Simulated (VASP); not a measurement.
# PbSe (I4/mmm) in VASP: further runs, part 2 of 2

VASP 6.6.1. The steps go on from the part before.

### Step 3. Single point, PBE (epitaxial xy strain +1.0%)

INCAR

```
SYSTEM = PbSe
ALGO = Normal ; EDIFF = 1E-6
ENCUT = 520 ; GGA = PE
ISIF = 2 ; ISMEAR = -1
LASPH = .True. ; LCHARG = .False.
LREAL = .False. ; LWAVE = .False.
NBANDS = 17 ; NELM = 60
PREC = Accurate ; SIGMA = 0.02
```

KPOINTS

```
k-points
0
Gamma
  8 8 8
  0 0 0
```

POSCAR

```
PbSe
1.0
    0.0000000000      3.1195892417      3.0821295345
    3.1195892417      0.0000000000      3.0821295345
    3.1195892417      3.1195892417      0.0000000000
Pb Se
1 1
Direct
    0.0000000000      0.0000000000      0.0000000000
    0.5000000000      0.5000000000      0.5000000000
```

Potentials or basis: VASP PAW PBE potentials, release 64 (Pb_d, Se).

Started as:

```sh
$ cat potpaw_PBE.64/Pb_d/POTCAR potpaw_PBE.64/Se/POTCAR > POTCAR
$ mpirun -np 1 vasp_std > vasp.out
```

OUTCAR:

```text
SYSTEM = PbSe
   EDIFF = 1E-6
   ENCUT = 520
   GGA = PE
   ISIF = 2
   ISMEAR = -1
   LASPH = .True.
   LREAL = .False.
   NELM = 60
   PREC = Accurate

 ion  position               nearest neighbor table
   1  0.000  0.000  0.000-   2 3.08   2 3.08   2 3.12   2 3.12   2 3.12   2 3.12
   2  0.500  0.500  0.500-   1 3.08   1 3.08   1 3.12   1 3.12   1 3.12   1 3.12

  LATTYP: Found a body centered tetragonal cell.
 ALAT       =     4.4117654146
 C/A-ratio  =     1.3972318312

  Lattice vectors:

 A1 = (   0.0000000000,  -3.1195892417,  -3.0821295345)
 A2 = (   0.0000000000,   3.1195892417,  -3.0821295345)
 A3 = (   3.1195892417,   0.0000000000,   3.0821295345)

Analysis of symmetry for initial positions (statically):
=====================================================================
 Subroutine PRICEL returns:
 Original cell was already a primitive cell.

 Routine SETGRP: Setting up the symmetry group for a
 body centered tetragonal supercell.

 Subroutine GETGRP returns: Found 16 space group operations
 (whereof 16 operations were pure point group operations)
 out of a pool of 16 trial point group operations.

The static configuration has the point symmetry D_4h.

Analysis of symmetry for dynamics (positions and initial velocities):
=====================================================================
 Subroutine PRICEL returns:
 Original cell was already a primitive cell.

 Routine SETGRP: Setting up the symmetry group for a
 body centered tetragonal supercell.

 Subroutine GETGRP returns: Found 16 space group operations
 (whereof 16 operations were pure point group operations)
 out of a pool of 16 trial point group operations.

The dynamic configuration has the point symmetry D_4h.

 Subroutine INISYM returns: Found 16 space group operations
 (whereof 16 operations are pure point group operations),
 and found     1 'primitive' translations

----------------------------------------------------------------------------------------

                                     Primitive cell

  volume of cell :      59.9896

  direct lattice vectors                    reciprocal lattice vectors
     0.000000000  3.119589242  3.082129534    -0.160277511  0.160277511  0.162225498
     3.119589242  0.000000000  3.082129534     0.160277511 -0.160277511  0.162225498
     3.119589242  3.119589242  0.000000000     0.160277511  0.160277511 -0.162225498

  length of vectors
     4.385357398  4.385357398  4.411765415     0.278738002  0.278738002  0.278738002

  position of ions in fractional coordinates (direct lattice)
     0.000000000  0.000000000  0.000000000
     0.500000000  0.500000000  0.500000000

  ion indices of the primitive-cell ions
   primitive index   ion index
                 1           1
                 2           2

----------------------------------------------------------------------------------------

 KPOINTS: k-points

Automatic generation of k-mesh.
 Grid dimensions read from file:
 generate k-points for:    8    8    8

 Generating k-lattice:

  Cartesian coordinates                     Fractional coordinates (reciprocal lattice)
    -0.020034689  0.020034689  0.020278187     0.125000000 -0.000000000  0.000000000
     0.020034689 -0.020034689  0.020278187    -0.000000000  0.125000000  0.000000000
     0.020034689  0.020034689 -0.020278187     0.000000000  0.000000000  0.125000000

  Length of vectors
     0.034842250  0.034842250  0.034842250

  Shift w.r.t. Gamma in fractional coordinates (k-lattice)
     0.000000000  0.000000000  0.000000000

 Subroutine IBZKPT returns following result:
 ===========================================

 Found     59 irreducible k-points:

 Following reciprocal coordinates:
            Coordinates               Weight
  0.000000  0.000000  0.000000      1.000000
  0.125000 -0.000000  0.000000      8.000000
  0.250000 -0.000000  0.000000      8.000000
  0.375000  0.000000  0.000000      8.000000
  0.500000 -0.000000  0.000000      4.000000
  0.125000  0.125000  0.000000      2.000000
[... 16 lines left out ...]
  0.250000 -0.000000  0.125000     16.000000
  0.375000 -0.000000  0.125000     16.000000
 [... further k-points ...]
   k-points           NKPTS =     59   k-points in BZ     NKDIM =     59   number of bands    NBANDS=     17
   number of dos      NEDOS =    301   number of ions     NIONS =      2
   total plane-waves  NPLWV =  46656
   dimension x,y,z NGX =    36 NGY =   36 NGZ =   36
   dimension x,y,z NGXF=    72 NGYF=   72 NGZF=   72
   ions per type =               1   1
   NGX,Y,Z   is equivalent  to a cutoff of  13.65, 13.65, 13.57 a.u.
   NGXF,Y,Z  is equivalent  to a cutoff of  27.29, 27.29, 27.13 a.u.
 SYSTEM =  PbSe
   PREC   = accura    normal or accurate (medium, high low for compatibility)
   ISTART =      0    job   : 0-new  1-cont  2-samecut
   ICHARG =      2    charge: 1-file 2-atom 10-const
   ISPIN  =      1    spin polarized calculation?
   LNONCOLLINEAR =      F non collinear calculations
   LSORBIT =      F    spin-orbit coupling
   LASPH  =      T    aspherical Exc in radial PAW
   ENCUT  =  520.0 eV  38.22 Ry    6.18 a.u.   8.15  8.15  8.20*2*pi/ulx,y,z
   NELM   =     60;   NELMIN=  2; NELMDL= -5     # of ELM steps
   EDIFF  = 0.1E-05   stopping-criterion for ELM
   LREAL  =      F    real-space projection
   EDIFFG = 0.1E-04   stopping-criterion for IOM
   NSW    =      0    number of steps for IOM
   IBRION =     -1    ionic relax: 0-MD 1-quasi-New 2-CG
   NFREE  =      0    steps in history (QN), initial steepest desc. (CG)
   ISIF   =      2    stress and relaxation
   ISYM   =      2    0-nonsym 1-usesym 2-fastsym
   POTIM  = 0.5000    time-step for ionic-motion
   TEBEG  =    0.0;   TEEND  =   0.0 temperature during run
   PSTRESS=    0.0 pullay stress
   NELECT =      20.0000    total number of electrons
   NUPDOWN=      -1.0000    fix difference up-down
   EMIN   =  10.00;   EMAX   =-10.00  energy-range for DOS
   EFERMI =   0.00;   METHOD = LEGACY
   ISMEAR =    -1;   SIGMA  =   0.02  broadening in eV -4-tet -1-fermi 0-gaus
   EFERMI_NEDOS =   21; number of points for ismear=-14 and -15
   IALGO  =     38    algorithm
   IMIX   =      4    mixing-type and parameters
     AMIX     =   0.40;   BMIX     =  1.00
     AMIX_MAG =   1.60;   BMIX_MAG =  1.00
  volume/ion in A,a.u.               =      29.99       202.41
  Fermi-wavevector in a.u.,A,eV,Ry     =   1.135167  2.145154 17.532510  1.288603
  Thomas-Fermi vector in A             =   2.271871
   LORBIT       =      0    0 simple, 1 ext, 2 COOP (PROOUT), +10 PAW based schemes
   GGA     = PE    functional components
[... 5 lines left out ...]
 non-spin polarized calculation
  energy-cutoff  :      520.00
  volume of cell :       59.99
 maximum number of plane-waves:      1639
 NGX is ok and might be reduce to    36
   NGX = 17   NGY = 17   NGZ = 17

 number of electron      20.0000003 magnetization

 Free energy of the ion-electron system (eV)
  ---------------------------------------------------
  ext. energy  EPLUGINS =         0.00000000
  ---------------------------------------------------
  free energy    TOTEN  =        -8.19679780 eV

  energy without entropy =       -8.19679764  energy(sigma->0) =       -8.19679772

 E-fermi :   4.7069     XC(G=0):  -9.3231

 val. band max:        4.4924246873   @ k =   0.5000  -0.0000   0.0000
 cond. band min:       4.9214209304   @ k =   0.5000  -0.0000   0.0000
 fundamental gap:      0.4289962431
 Fermi energy:         4.7069238001

 k-point     1 :       0.0000    0.0000    0.0000
  band No.  band energies     occupation
      1     -12.2501      2.00000
      2     -12.2460      2.00000
      3     -12.2460      2.00000
      4     -12.2451      2.00000
      5     -12.2378      2.00000
      6      -8.7005      2.00000
[... 9 lines left out ...]
     16      11.1827      0.00000
     17      12.6198      0.00000

 k-point     2 :       0.1250   -0.0000    0.0000
  band No.  band energies     occupation
      1     -12.2488      2.00000
      2     -12.2481      2.00000
      3     -12.2449      2.00000
      4     -12.2416      2.00000
      5     -12.2386      2.00000
      6      -8.5917      2.00000
[... 9 lines left out ...]
     16      11.4799      0.00000
     17      13.6547      0.00000
[... 421 lines left out ...]
 k-point    24 :       0.3750   -0.0000    0.1250
  band No.  band energies     occupation
      1     -12.2702      2.00000
      2     -12.2496      2.00000
      3     -12.2446      2.00000
      4     -12.2303      2.00000
      5     -12.2212      2.00000
      6      -7.9684      2.00000
[... 9 lines left out ...]
     16      14.1097      0.00000
     17      15.6750      0.00000

 [... further k-points ...]

------------------------ aborting loop because EDIFF is reached ----------------------------------------

  FORCE on cell =-STRESS in cart. coord.  units (eV):
  Direction    XX          YY          ZZ          XY          YZ          ZX
  --------------------------------------------------------------------------------------
  -------------------------------------------------------------------------------------
  Total       -0.1331372     -0.1331372      0.3486072      0.0000000      0.0000000      0.0000000
  in kB       -3.5557764     -3.5557764      9.3104616      0.0000000      0.0000000      0.0000000
  external PRESSURE =       0.7329696 kB  Pullay stress =       0.0000000 kB

 VOLUME and BASIS-vectors are now :
 -----------------------------------------------------------------------------
  energy-cutoff  :      520.00
  volume of cell :       59.99
      direct lattice vectors                 reciprocal lattice vectors
     0.000000000  3.119589242  3.082129534    -0.160277511  0.160277511  0.162225498
     3.119589242  0.000000000  3.082129534     0.160277511 -0.160277511  0.162225498
     3.119589242  3.119589242  0.000000000     0.160277511  0.160277511 -0.162225498

 POSITION                                       TOTAL-FORCE (eV/Angst)
 -----------------------------------------------------------------------------------
      0.00000      0.00000      0.00000        -0.000000      0.000000      0.000000
      3.11959      3.11959      3.08213         0.000000     -0.000000      0.000000
 -----------------------------------------------------------------------------------
    total drift:                               -0.000000      0.000000      0.000000

  FREE ENERGIE OF THE ION-ELECTRON SYSTEM (eV)
  ---------------------------------------------------
  free  energy   TOTEN  =        -8.1967977992 eV

  energy  without entropy=       -8.1967976381  energy(sigma->0) =       -8.19679772
```

Run time: 2.4 min. Hardware: 1 thread of AMD EPYC 7R13, shared host; peak memory 0.21 GiB.

Results:

```
Free energy            : -8.1968 eV
Pressure               : 0.1 GPa
Band gap on the k mesh : 0.43 eV, direct
```

Stress tensor (GPa, compression positive):
```
-0.36  0.00  0.00
 0.00 -0.36  0.00
 0.00  0.00  0.93
```

Caveat: the cell differs from its parent crystal (epitaxial xy strain +1.0%); spin-orbit coupling is left out, which moves the levels of the heavy elements.
